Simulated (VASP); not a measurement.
# Li2H5Ir (P4/mmm) in VASP: single point with PBE

Aim: the single point of Li2H5Ir with PBE.

Program: VASP 6.6.1. These are calculated values, not measurements. Logs are shortened: lines on timing, memory, paths and dates and some standing lists are left out, and cuts for length are marked.

**1. The cell of the first run**

The structure is tetragonal, space group P4/mmm (No. 123). Conventional cell: a = 4.749 Å, b = 4.749 Å, c = 3.252 Å, α = 90.00°, β = 90.00°, γ = 90.00°. Within 3.1 Å of Li (site symmetry mmm) lie 10 H at 2.34 to 2.37 Å and 4 Ir at 2.88 Å. H (site symmetry 4/mmm) has 2 Ir at 1.63 Å within 2.2 Å. H (site symmetry m2m) has 1 Ir at 1.68 Å within 2.2 Å. Within 2.2 Å of Ir (site symmetry 4/mmm) lie 6 H at 1.63 to 1.68 Å.

**2. Single point, PBE (9.17 Å³/atom)**

INCAR reads:

```
SYSTEM = Li2H5Ir
PREC = Accurate
ENCUT = 880
EDIFF = 1E-6
ISMEAR = 0
SIGMA = 0.1
LREAL = .FALSE.
LASPH = .TRUE.
NELM = 120
ALGO = Normal
ISIF = 2
LWAVE = .FALSE.
LCHARG = .FALSE.
GGA = PE
NBANDS = 24
GGA_COMPAT = .FALSE.
```

KPOINTS reads:

```
regular mesh
0
G
  8 8 12
  0 0 0
```

POSCAR reads:

```
Li2H5Ir
1.0
    4.7485215081      0.0000000000      0.0000000000
    0.0000000000      4.7485215081      0.0000000000
    0.0000000000      0.0000000000      3.2523494152
Li H Ir
2 5 1
Direct
    0.0000000000      0.5000000000      0.5000000000
    0.5000000000      0.0000000000      0.5000000000
    0.0000000000      0.0000000000      0.5000000000
    0.2496938834      0.2496938834      0.0000000000
    0.7503061166      0.2496938834      0.0000000000
    0.7503061166      0.7503061166      0.0000000000
    0.2496938834      0.7503061166      0.0000000000
    0.0000000000      0.0000000000      0.0000000000
```

Potentials or basis: VASP PAW PBE potentials, release 64 (Li_sv, H, Ir_sv_GW).

Launch:

```
cat potpaw_PBE.64/Li_sv/POTCAR potpaw_PBE.64/H/POTCAR potpaw_PBE.64/Ir_sv_GW/POTCAR > POTCAR
mpirun -np 1 vasp_std > vasp.out
```

OUTCAR:

```text
SYSTEM = Li2H5Ir
   PREC = Accurate
   ENCUT = 880
   EDIFF = 1E-6
   ISMEAR = 0
   LREAL = .FALSE.
   LASPH = .TRUE.
   NELM = 120
   ISIF = 2
   GGA = PE

 ion  position               nearest neighbor table
   1  0.000  0.500  0.500-   8 2.88   8 2.88   8 2.88   8 2.88
   2  0.500  0.000  0.500-   8 2.88   8 2.88   8 2.88   8 2.88
   3  0.000  0.000  0.500-   8 1.63   8 1.63
   4  0.250  0.250  0.000-   8 1.68
   5  0.750  0.250  0.000-   8 1.68
   6  0.750  0.750  0.000-   8 1.68
   7  0.250  0.750  0.000-   8 1.68
   8  0.000  0.000  0.000-   3 1.63   3 1.63   5 1.68   6 1.68   7 1.68   4 1.68   1 2.88   1 2.88
                             2 2.88   2 2.88   1 2.88   1 2.88   2 2.88   2 2.88

  LATTYP: Found a simple tetragonal cell.
 ALAT       =     4.7485215081
 C/A-ratio  =     0.6849183287

  Lattice vectors:

 A1 = (   4.7485215081,   0.0000000000,   0.0000000000)
 A2 = (   0.0000000000,   4.7485215081,   0.0000000000)
 A3 = (   0.0000000000,   0.0000000000,   3.2523494152)

Analysis of symmetry for initial positions (statically):
=====================================================================
 Subroutine PRICEL returns:
 Original cell was already a primitive cell.

 Routine SETGRP: Setting up the symmetry group for a
 simple tetragonal supercell.

 Subroutine GETGRP returns: Found 16 space group operations
 (whereof 16 operations were pure point group operations)
 out of a pool of 16 trial point group operations.

The static configuration has the point symmetry D_4h.

Analysis of symmetry for dynamics (positions and initial velocities):
=====================================================================
 Subroutine PRICEL returns:
 Original cell was already a primitive cell.

 Routine SETGRP: Setting up the symmetry group for a
 simple tetragonal supercell.

 Subroutine GETGRP returns: Found 16 space group operations
 (whereof 16 operations were pure point group operations)
 out of a pool of 16 trial point group operations.

The dynamic configuration has the point symmetry D_4h.

 Subroutine INISYM returns: Found 16 space group operations
 (whereof 16 operations are pure point group operations),
 and found     1 'primitive' translations

----------------------------------------------------------------------------------------

                                     Primitive cell

  volume of cell :      73.3355

  direct lattice vectors                    reciprocal lattice vectors
[... 106 lines left out ...]
   ISYM   =      2    0-nonsym 1-usesym 2-fastsym
   POTIM  = 0.5000    time-step for ionic-motion
   TEBEG  =    0.0;   TEEND  =   0.0 temperature during run
   PSTRESS=    0.0 pullay stress
   NELECT =      28.0000    total number of electrons
   NUPDOWN=      -1.0000    fix difference up-down
   EMIN   =  10.00;   EMAX   =-10.00  energy-range for DOS
   EFERMI =   0.00;   METHOD = LEGACY
   ISMEAR =     0;   SIGMA  =   0.10  broadening in eV -4-tet -1-fermi 0-gaus
   EFERMI_NEDOS =   21; number of points for ismear=-14 and -15
   IALGO  =     38    algorithm
   IMIX   =      4    mixing-type and parameters
     AMIX     =   0.40;   BMIX     =  1.00
     AMIX_MAG =   1.60;   BMIX_MAG =  1.00
  volume/ion in A,a.u.               =       9.17        61.86
  Fermi-wavevector in a.u.,A,eV,Ry     =   1.187653  2.244338 19.191279  1.410519
  Thomas-Fermi vector in A             =   2.323799
   LORBIT       =      0    0 simple, 1 ext, 2 COOP (PROOUT), +10 PAW based schemes
   GGA     = PE    functional components
   LHFCALC =     F    Hartree Fock is set to
   AEXX    =    0.0000 exact exchange contribution
   IVDW    =     0    specifies the selected vdW correction
   LEPSILON=     F    determine dielectric tensor
   LRPA    =     F    only Hartree local field effects (RPA)
 non-spin polarized calculation
 Gauss-broadening in eV      SIGMA  =   0.10
  energy-cutoff  :      880.00
  volume of cell :       73.34
 maximum number of plane-waves:      4400
 NGX is ok and might be reduce to    48
   NGX = 23   NGY = 23   NGZ = 15

 number of electron      28.0000004 magnetization

 Free energy of the ion-electron system (eV)
  ---------------------------------------------------
  ext. energy  EPLUGINS =         0.00000000
  ---------------------------------------------------
  free energy    TOTEN  =       -32.57017724 eV

  energy without entropy =      -32.56825596  energy(sigma->0) =      -32.56921660

 E-fermi :   1.3437     XC(G=0):  -8.8354

 val. band max:        1.3340039479   @ k =   0.1250   0.0000   0.5000
 cond. band min:       1.3754593712   @ k =   0.5000   0.0000   0.4167
 fundamental gap:      0.0414554233
 Fermi energy:         1.3436810216

 k-point     1 :       0.0000    0.0000    0.0000
  band No.  band energies     occupation
      1     -89.8921      2.00000
      2     -46.9658      2.00000
      3     -46.6088      2.00000
      4     -46.6088      2.00000
      5     -43.8221      2.00000
      6     -43.8178      2.00000
[... 637 lines left out ...]
     23      13.2803      0.00000
     24      13.4391      0.00000

 [... further k-points ...]

------------------------ aborting loop because EDIFF is reached ----------------------------------------

  FORCE on cell =-STRESS in cart. coord.  units (eV):
  Direction    XX          YY          ZZ          XY          YZ          ZX
  --------------------------------------------------------------------------------------
  -------------------------------------------------------------------------------------
  Total        0.4643612      0.4643612      0.4981532      0.0000000     -0.0000000      0.0000000
  in kB       10.1450108     10.1450108     10.8832715      0.0000000     -0.0000000      0.0000000
  external PRESSURE =      10.3910977 kB  Pullay stress =       0.0000000 kB

 VOLUME and BASIS-vectors are now :
 -----------------------------------------------------------------------------
  energy-cutoff  :      880.00
  volume of cell :       73.34
      direct lattice vectors                 reciprocal lattice vectors
     4.748521508  0.000000000  0.000000000     0.210591865  0.000000000  0.000000000
     0.000000000  4.748521508  0.000000000     0.000000000  0.210591865  0.000000000
     0.000000000  0.000000000  3.252349415     0.000000000  0.000000000  0.307470039

 POSITION                                       TOTAL-FORCE (eV/Angst)
 -----------------------------------------------------------------------------------
      0.00000      2.37426      1.62617         0.000000      0.000000      0.000000
      2.37426      0.00000      1.62617         0.000000      0.000000      0.000000
      0.00000      0.00000      1.62617         0.000000      0.000000      0.000000
      1.18568      1.18568      0.00000        -0.004209     -0.004209      0.000000
      3.56284      1.18568      0.00000         0.004209     -0.004209     -0.000000
      3.56284      3.56284      0.00000         0.004209      0.004209      0.000000
      1.18568      3.56284      0.00000        -0.004209      0.004209      0.000000
      0.00000      0.00000      0.00000         0.000000      0.000000      0.000000
 -----------------------------------------------------------------------------------
    total drift:                               -0.000000      0.000000     -0.000000

  FREE ENERGIE OF THE ION-ELECTRON SYSTEM (eV)
  ---------------------------------------------------
  free  energy   TOTEN  =       -32.5701772390 eV

  energy  without entropy=      -32.5682559572  energy(sigma->0) =      -32.56921660
```

OSZICAR:

```text
N       E                     dE             d eps       ncg     rms          rms(c)
DAV:   1     0.288748989168E+03    0.28875E+03   -0.18318E+04  5040   0.169E+03
DAV:   2    -0.168973236567E+02   -0.30565E+03   -0.29146E+03  6216   0.414E+02
DAV:   3    -0.350934237718E+02   -0.18196E+02   -0.17952E+02  8368   0.871E+01
DAV:   4    -0.361367869691E+02   -0.10434E+01   -0.10392E+01  6824   0.159E+01
DAV:   5    -0.361532987953E+02   -0.16512E-01   -0.16510E-01  7112   0.201E+00    0.625E+01
DAV:   6    -0.329441796374E+02    0.32091E+01   -0.11866E+01  5856   0.212E+01    0.381E+01
DAV:   7    -0.326605339814E+02    0.28365E+00   -0.21389E+00  5712   0.984E+00    0.200E+01
DAV:   8    -0.325701575292E+02    0.90376E-01   -0.31733E-01  6456   0.367E+00    0.282E+00
DAV:   9    -0.325665741883E+02    0.35833E-02   -0.24764E-02  6048   0.100E+00    0.320E-01
DAV:  10    -0.325690559170E+02   -0.24817E-02   -0.22533E-03  5784   0.252E-01    0.963E-02
DAV:  11    -0.325698341947E+02   -0.77828E-03   -0.45773E-04  6264   0.949E-02    0.466E-02
DAV:  12    -0.325701707401E+02   -0.33655E-03   -0.45936E-04  5528   0.834E-02    0.261E-02
DAV:  13    -0.325701767832E+02   -0.60431E-05   -0.13435E-05  6928   0.210E-02    0.845E-03
DAV:  14    -0.325701772390E+02   -0.45573E-06   -0.36641E-07  5488   0.412E-03
   1 F= -.32570177E+02 E0= -.32569217E+02  d E =-.192128E-02
```

It took 3.4 min on 1 thread of Intel Xeon Platinum 8488C (Sapphire Rapids), shared host; peak memory 0.53 GiB.

What came out:

```
Free energy            : -32.5702 eV
Pressure               : 1.0 GPa
Largest force          : 0.006 eV/Å
Band gap on the k mesh : zero (bands 14 and 15 overlap by 0.14 eV)
```

Forces in eV/Å, atoms in the order of the input:
```
Li   0.000  0.000  0.000
Li   0.000  0.000  0.000
H    0.000  0.000  0.000
H   -0.004 -0.004  0.000
H    0.004 -0.004  0.000
H    0.004  0.004  0.000
H   -0.004  0.004  0.000
Ir   0.000  0.000  0.000
```

Caveat: spin-orbit coupling is left out, which moves the levels of the heavy elements.

The gap in the log of VASP goes by the Fermi energy; the results here count the filled bands.